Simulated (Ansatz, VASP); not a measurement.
## MgO in VASP and in Ansatz

```
CELL_PARAMETERS angstrom
2.12694 2.12694 0.00000
-2.12694 2.12694 0.00000
0.00000 0.00000 4.25388
ATOMIC_POSITIONS crystal
Mg 0.00000 0.00000 0.00000
Mg 0.50000 0.50000 0.50000
O 0.50000 0.50000 0.00000
O 0.00000 0.00000 0.50000
```

Alike in both runs: task single point; functional PBE; k mesh 10 × 10 × 7; occupations fermi-dirac, width 0.02 eV; no spin polarisation.

|  | VASP | Ansatz |
| --- | --- | --- |
| version | VASP 6.6.1 | Ansatz 0.2.0 |
| potentials or method | VASP PAW PBE potentials, release 64 (Mg, O), cutoff 520 eV | all-electron LAPW, scalar-relativistic |

Ansatz gave:

* gap on the k mesh at the Fermi level (eV): 4.46
* pressure (GPa): 0.1

Q: Which values does VASP return?

A: gap on the k mesh at the Fermi level (eV): 4.44; pressure (GPa): -0.8.

Ansatz ran all-electron here, and VASP with PAW potentials.
